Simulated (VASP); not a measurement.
# Si (Fddd) in VASP: further runs

Si is run at these levels: LDA; tasks: single point.

All numbers are computed with VASP 6.6.1; they aren't measurements. Logs are shortened: lines on timing, memory, paths and dates and some standing lists are left out, and cuts for length are marked.

**1. The cell of the first run**

The structure is orthorhombic, space group Fddd (No. 70). The conventional cell has a = 4.855 Å, b = 5.307 Å, c = 6.043 Å, α = 90.00°, β = 90.00°, γ = 90.00°. Si (site symmetry 222) has 4 Si at 2.35 Å within 3.1 Å.

**2. Single point, LDA**

Input file INCAR:

```
SYSTEM = Si
ALGO = Normal
EDIFF = 1E-6
ENCUT = 520
ISIF = 2
ISMEAR = 0
LASPH = .True.
LCHARG = .False.
LREAL = .False.
LWAVE = .False.
NBANDS = 11
NELM = 100
PREC = Accurate
SIGMA = 0.05
```

Input file KPOINTS:

```
k-points
0
Gamma
  12 12 12
  0 0 0
```

Input file POSCAR:

```
Si
1.0
    0.0000000000      3.0215188151      2.6535349594
    2.4273430481      0.0000000000      2.6535349594
    2.4273430481      3.0215188151      0.0000000000
Si
2
Direct
    0.5000000000      0.5000000000      0.5000000000
    0.7500000000      0.7500000000      0.7500000000
```

Potentials or basis: VASP PAW LDA potentials, release 64 (Si).

Launch:

```bash
> cat potpaw_LDA.64/Si/POTCAR > POTCAR
> mpirun -np 1 vasp_std > vasp.out
```

OUTCAR:

```text
SYSTEM = Si
   EDIFF = 1E-6
   ENCUT = 520
   ISIF = 2
   ISMEAR = 0
   LASPH = .True.
   LREAL = .False.
   NELM = 100
   PREC = Accurate

 ion  position               nearest neighbor table
   1  0.500  0.500  0.500-   2 2.35   2 2.35   2 2.35   2 2.35
   2  0.750  0.750  0.750-   1 2.35   1 2.35   1 2.35   1 2.35

  LATTYP: Found a face centered orthorhombic cell.
 ALAT       =     4.8546860962
 B/A-ratio  =     1.0931849791
 C/A-ratio  =     1.2447844228

  Lattice vectors:

 A1 = (   0.0000000000,   3.0215188151,  -2.6535349594)
 A2 = (   2.4273430481,   3.0215188151,   0.0000000000)
 A3 = (   2.4273430481,   0.0000000000,  -2.6535349594)

Analysis of symmetry for initial positions (statically):
=====================================================================
 Subroutine PRICEL returns:
 Original cell was already a primitive cell.

 Routine SETGRP: Setting up the symmetry group for a
 face centered orthorhombic supercell.

 Subroutine GETGRP returns: Found  8 space group operations
 (whereof  4 operations were pure point group operations)
 out of a pool of  8 trial point group operations.

The static configuration has the point symmetry D_2 .
 The point group associated with its full space group is D_2h.

Analysis of symmetry for dynamics (positions and initial velocities):
=====================================================================
 Subroutine PRICEL returns:
 Original cell was already a primitive cell.

 Routine SETGRP: Setting up the symmetry group for a
 face centered orthorhombic supercell.

 Subroutine GETGRP returns: Found  8 space group operations
 (whereof  4 operations were pure point group operations)
 out of a pool of  8 trial point group operations.

The dynamic configuration has the point symmetry D_2 .
 The point group associated with its full space group is D_2h.

 Subroutine INISYM returns: Found  8 space group operations
 (whereof  4 operations are pure point group operations),
 and found     1 'primitive' translations

----------------------------------------------------------------------------------------

                                     Primitive cell

  volume of cell :      38.9234

  direct lattice vectors                    reciprocal lattice vectors
     0.000000000  3.021518815  2.653534959    -0.205986542  0.165479691  0.188427892
     2.427343048  0.000000000  2.653534959     0.205986542 -0.165479691  0.188427892
     2.427343048  3.021518815  0.000000000     0.205986542  0.165479691 -0.188427892

  length of vectors
     4.021296275  3.596281698  3.875767050     0.324528973  0.324528973  0.324528973

  position of ions in fractional coordinates (direct lattice)
     0.500000000  0.500000000  0.500000000
     0.750000000  0.750000000  0.750000000

  ion indices of the primitive-cell ions
   primitive index   ion index
                 1           1
                 2           2

----------------------------------------------------------------------------------------

 KPOINTS: k-points

Automatic generation of k-mesh.
 Grid dimensions read from file:
 generate k-points for:   12   12   12

 Generating k-lattice:

  Cartesian coordinates                     Fractional coordinates (reciprocal lattice)
    -0.017165545  0.013789974  0.015702324     0.083333333 -0.000000000  0.000000000
     0.017165545 -0.013789974  0.015702324    -0.000000000  0.083333333  0.000000000
     0.017165545  0.013789974 -0.015702324     0.000000000  0.000000000  0.083333333

  Length of vectors
     0.027044081  0.027044081  0.027044081

  Shift w.r.t. Gamma in fractional coordinates (k-lattice)
     0.000000000  0.000000000  0.000000000

 Subroutine IBZKPT returns following result:
 ===========================================

 Found    280 irreducible k-points:

 Following reciprocal coordinates:
            Coordinates               Weight
  0.000000  0.000000  0.000000      1.000000
  0.083333 -0.000000  0.000000      8.000000
  0.166667 -0.000000  0.000000      8.000000
  0.250000  0.000000  0.000000      8.000000
  0.333333  0.000000  0.000000      8.000000
  0.416667  0.000000  0.000000      8.000000
[... 16 lines left out ...]
  0.500000  0.166667  0.000000      8.000000
 -0.416667  0.166667  0.000000      8.000000
 [... further k-points ...]
   k-points           NKPTS =    280   k-points in BZ     NKDIM =    280   number of bands    NBANDS=     11
   number of dos      NEDOS =    301   number of ions     NIONS =      2
   total plane-waves  NPLWV =  25200
   dimension x,y,z NGX =    30 NGY =   28 NGZ =   30
   dimension x,y,z NGXF=    60 NGYF=   56 NGZF=   60
   ions per type =               2
   NGX,Y,Z   is equivalent  to a cutoff of  12.40, 12.94, 12.87 a.u.
   NGXF,Y,Z  is equivalent  to a cutoff of  24.80, 25.89, 25.74 a.u.
 SYSTEM =  Si
   PREC   = accura    normal or accurate (medium, high low for compatibility)
   ISTART =      0    job   : 0-new  1-cont  2-samecut
   ICHARG =      2    charge: 1-file 2-atom 10-const
   ISPIN  =      1    spin polarized calculation?
   LNONCOLLINEAR =      F non collinear calculations
   LSORBIT =      F    spin-orbit coupling
   LASPH  =      T    aspherical Exc in radial PAW
   ENCUT  =  520.0 eV  38.22 Ry    6.18 a.u.   7.48  6.69  7.21*2*pi/ulx,y,z
   NELM   =    100;   NELMIN=  2; NELMDL= -5     # of ELM steps
   EDIFF  = 0.1E-05   stopping-criterion for ELM
   LREAL  =      F    real-space projection
   EDIFFG = 0.1E-04   stopping-criterion for IOM
   NSW    =      0    number of steps for IOM
   IBRION =     -1    ionic relax: 0-MD 1-quasi-New 2-CG
   NFREE  =      0    steps in history (QN), initial steepest desc. (CG)
   ISIF   =      2    stress and relaxation
   ISYM   =      2    0-nonsym 1-usesym 2-fastsym
   POTIM  = 0.5000    time-step for ionic-motion
   TEBEG  =    0.0;   TEEND  =   0.0 temperature during run
   PSTRESS=    0.0 pullay stress
   NELECT =       8.0000    total number of electrons
   NUPDOWN=      -1.0000    fix difference up-down
   EMIN   =  10.00;   EMAX   =-10.00  energy-range for DOS
   EFERMI =   0.00;   METHOD = LEGACY
   ISMEAR =     0;   SIGMA  =   0.05  broadening in eV -4-tet -1-fermi 0-gaus
   EFERMI_NEDOS =   21; number of points for ismear=-14 and -15
   IALGO  =     38    algorithm
   IMIX   =      4    mixing-type and parameters
     AMIX     =   0.40;   BMIX     =  1.00
     AMIX_MAG =   1.60;   BMIX_MAG =  1.00
  volume/ion in A,a.u.               =      19.46       131.33
  Fermi-wavevector in a.u.,A,eV,Ry     =   0.966127  1.825716 12.699708  0.933402
  Thomas-Fermi vector in A             =   2.095903
   LORBIT       =      0    0 simple, 1 ext, 2 COOP (PROOUT), +10 PAW based schemes
   GGA     = CA    functional components
   LHFCALC =     F    Hartree Fock is set to
   AEXX    =    0.0000 exact exchange contribution
   IVDW    =     0    specifies the selected vdW correction
   LEPSILON=     F    determine dielectric tensor
   LRPA    =     F    only Hartree local field effects (RPA)
 non-spin polarized calculation
 Gauss-broadening in eV      SIGMA  =   0.05
  energy-cutoff  :      520.00
  volume of cell :       38.92
 maximum number of plane-waves:      1062
 NGX is ok and might be reduce to    30
   NGX = 15   NGY = 13   NGZ = 15

 number of electron       8.0000000 magnetization

 Free energy of the ion-electron system (eV)
  ---------------------------------------------------
  ext. energy  EPLUGINS =         0.00000000
  ---------------------------------------------------
  free energy    TOTEN  =       -11.63103008 eV

  energy without entropy =      -11.63066129  energy(sigma->0) =      -11.63084568

 E-fermi :   6.2910     XC(G=0):  -9.7479

 val. band max:        6.2349385869   @ k =  -0.2500   0.0000   0.0833
 cond. band min:       6.3015061387   @ k =  -0.1667   0.3333   0.3333
 fundamental gap:      0.0665675518
 Fermi energy:         6.2909509175

 k-point     1 :       0.0000    0.0000    0.0000
  band No.  band energies     occupation
      1      -6.0515      2.00000
      2       5.1338      2.00000
      3       6.4258      0.00014
      4       6.8159      0.00000
      5       8.4464      0.00000
      6       8.7985      0.00000
      7       8.9557      0.00000
      8       9.1926      0.00000
      9      12.3287      0.00000
     10      13.9628      0.00000
     11      14.6208      0.00000

 k-point     2 :       0.0833   -0.0000    0.0000
  band No.  band energies     occupation
      1      -5.9566      2.00000
      2       4.7615      2.00000
      3       5.8760      2.00000
      4       6.5573      0.00000
      5       8.3871      0.00000
      6       8.8899      0.00000
      7       9.3008      0.00000
      8       9.7904      0.00000
      9      12.3025      0.00000
     10      14.3317      0.00000
     11      14.7881      0.00000

 k-point     3 :       0.1667   -0.0000    0.0000
  band No.  band energies     occupation
      1      -5.6744      2.00000
      2       3.5982      2.00000
      3       5.1271      2.00000
      4       6.3099      0.59258
      5       7.9344      0.00000
      6       9.3198      0.00000
      7       9.7090      0.00000
      8      10.9078      0.00000
      9      12.7268      0.00000
     10      14.0696      0.00000
     11      15.2317      0.00000
[... 267 lines left out ...]
 k-point    23 :       0.5000    0.1667    0.0000
  band No.  band energies     occupation
      1      -3.4187      2.00000
      2      -0.5879      2.00000
      3       3.1044      2.00000
      4       4.4322      2.00000
      5       7.5022      0.00000
      6       9.5324      0.00000
      7      12.0526      0.00000
      8      12.4963      0.00000
      9      14.5620      0.00000
     10      16.3355      0.00000
     11      16.9265      0.00000

 k-point    24 :      -0.4167    0.1667    0.0000
  band No.  band energies     occupation
      1      -3.3040      2.00000
      2      -0.7622      2.00000
      3       2.9428      2.00000
      4       4.4637      2.00000
      5       7.5605      0.00000
      6       9.6699      0.00000
      7      11.9167      0.00000
      8      13.2319      0.00000
      9      14.1267      0.00000
     10      16.3434      0.00000
     11      18.1175      0.00000

 [... further k-points ...]

------------------------ aborting loop because EDIFF is reached ----------------------------------------

  FORCE on cell =-STRESS in cart. coord.  units (eV):
  Direction    XX          YY          ZZ          XY          YZ          ZX
  --------------------------------------------------------------------------------------
  -------------------------------------------------------------------------------------
  Total        1.7722536     -3.1760563      1.2722238      0.0000000      0.0000000      0.0000000
  in kB       72.9499791   -130.7336849     52.3676205      0.0000000      0.0000000      0.0000000
  external PRESSURE =      -1.8053618 kB  Pullay stress =       0.0000000 kB

 VOLUME and BASIS-vectors are now :
 -----------------------------------------------------------------------------
  energy-cutoff  :      520.00
  volume of cell :       38.92
      direct lattice vectors                 reciprocal lattice vectors
     0.000000000  3.021518815  2.653534959    -0.205986542  0.165479691  0.188427892
     2.427343048  0.000000000  2.653534959     0.205986542 -0.165479691  0.188427892
     2.427343048  3.021518815  0.000000000     0.205986542  0.165479691 -0.188427892

 POSITION                                       TOTAL-FORCE (eV/Angst)
 -----------------------------------------------------------------------------------
      2.42734      3.02152      2.65353         0.000000     -0.000000     -0.000000
      3.64101      4.53228      3.98030        -0.000000      0.000000      0.000000
 -----------------------------------------------------------------------------------
    total drift:                                0.000000     -0.000000     -0.000000

  FREE ENERGIE OF THE ION-ELECTRON SYSTEM (eV)
  ---------------------------------------------------
  free  energy   TOTEN  =       -11.6310300818 eV

  energy  without entropy=      -11.6306612878  energy(sigma->0) =      -11.63084568
```

Run time: 50 s. Hardware: 1 thread of Intel Xeon 6975P-C (Granite Rapids), shared host; peak memory 0.2 GiB.

Results:

```yaml
Free_energy: -11.6310 eV
Pressure: -0.2 GPa
Band_gap_on_the_k_mesh: zero (bands 4 and 5 overlap by 1.16 eV)
```

Stress tensor (GPa, compression positive):
```
  7.29   0.00   0.00
  0.00 -13.07   0.00
  0.00   0.00   5.24
```

Caveat: the cell differs from its parent crystal (strain +e along x and -e along y -0.1100, strain +e along z and -e/2 along x and y -0.0175).

**3. Single point, LDA**

Input file INCAR:

```
SYSTEM = Si
  PREC = Accurate
  ENCUT = 520
  EDIFF = 1E-6
  ISMEAR = 0
  SIGMA = 0.05
  LREAL = .FALSE.
  LASPH = .TRUE.
  NELM = 100
  ALGO = Normal
  ISIF = 2
  LWAVE = .FALSE.
  LCHARG = .FALSE.
  NBANDS = 11
```

Input file KPOINTS:

```
regular mesh
0
G
  12 12 12
  0 0 0
```

Input file POSCAR:

```
Si
1.0
    0.0000000000      2.9438708456      2.5117430150
    2.6467829621      0.0000000000      2.5117430150
    2.6467829621      2.9438708456      0.0000000000
Si
2
Direct
    0.5000000000      0.5000000000      0.5000000000
    0.7500000000      0.7500000000      0.7500000000
```

Potentials or basis: VASP PAW LDA potentials, release 64 (Si).

Launch:

```bash
> cat potpaw_LDA.64/Si/POTCAR > POTCAR
> mpirun -np 1 vasp_std > vasp.out
```

Wall time 49 s (1 thread of Intel Xeon 6975P-C (Granite Rapids), shared host); peak memory 0.2 GiB.

It converged, with:

| Item | Value |
| --- | --- |
| Free energy | -11.7556 eV |
| Pressure | -0.1 GPa |
| Band gap on the k mesh | zero (bands 4 and 5 overlap by 0.67 eV) |

Stress tensor (GPa, compression positive):
```
 3.85  0.00  0.00
 0.00 -9.79  0.00
 0.00  0.00  5.76
```

Levels at points of the mesh, in eV from the Fermi level:
```tsv
k point	band 2	band 3	band 4	band 5	band 6	band 7
(0.00, 0.00, 0.00)	-0.89	0.07	0.33	2.20	2.41	2.75
(0.50, 0.00, 0.00)	-7.26	-2.08	-0.67	0.69	3.08	3.91
(0.50, 0.50, 0.00)	-7.62	-3.57	-3.57	-0.13	-0.13	8.86
(0.50, 0.00, 0.50)	-8.59	-2.34	-2.34	1.14	1.14	9.63
(0.00, 0.50, 0.50)	-7.93	-3.16	-3.16	0.29	0.29	8.31
```

Caveat: the cell differs from its parent crystal (strain +e along x and -e along y -0.0550, strain +e along z and -e/2 along x and y -0.0700); semilocal functionals underestimate gaps, so a narrow gap can read as zero.
